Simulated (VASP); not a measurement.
Wanted: the native input for a VASP 6.6.1 run.

```
Task                   : single point
Functional             : RPBE
Dispersion             : D3(BJ)
Potentials or basis    : VASP PAW PBE potentials, release 64 (Pd)
Cutoff                 : 520 eV
k mesh                 : 12 × 12 × 12
Occupations            : fermi-dirac, width 0.05 eV
Spin                   : non-collinear spin, typed start
Starting moments       : [[0.5, 0.0, 0.0]] μB
Dipole correction      : no
Further INCAR settings : ALGO = Fast; EDIFF = 1e-06; NBANDS = 21
```

The structure of Pd lies in POSCAR:

```
Pd
1.0
    0.0000000000      1.9465000000      1.9465000000
    1.9465000000      0.0000000000      1.9465000000
    1.9465000000      1.9465000000      0.0000000000
Pd
1
Direct
    0.0000000000      0.0000000000      0.0000000000
```

These files were run (other wordings do the same):

INCAR

```
PREC = Accurate
ENCUT = 520
EDIFF = 1E-6
ISMEAR = -1
SIGMA = 0.05
LREAL = False
LASPH = True
NELM = 150
ALGO = Fast
ISIF = 2
LWAVE = False
LCHARG = False
LNONCOLLINEAR = True
MAGMOM = 0.5 0 0
LORBIT = 11
LMAXMIX = 4
GGA = RP
IVDW = 12
NBANDS = 21
```

KPOINTS

```
regular mesh
0
Gamma
  12 12 12
```

Potentials or basis: VASP PAW PBE potentials, release 64 (Pd).

Launch:

```sh
$ cat potpaw_PBE.64/Pd/POTCAR > POTCAR
$ mpirun -np 1 vasp_ncl > vasp.out
```

Results of the run:

```
Pressure                                              : -30.2 GPa
Band gap on the k mesh                                : zero (band 10 reaches 10.26 eV, above the bottom of band 11 at 8.65 eV)
Net moment                                            : 0.20 μB per cell
Valence electrons inside the program's atomic spheres : Pd 9.45
Dispersion energy per atom                            : -3.478 eV
```

Caveat: the PAW data sets were made with another functional, which shifts forces and pressure a little; pairwise dispersion overbinds metals, which lowers pressure and volume.

It took 4.3 min on 1 thread of Intel(R) Xeon(R) Platinum 8259CL CPU @ 2.50GHz (Skylake/Cascade Lake), with other jobs on the host, peak memory 0.25 GiB.
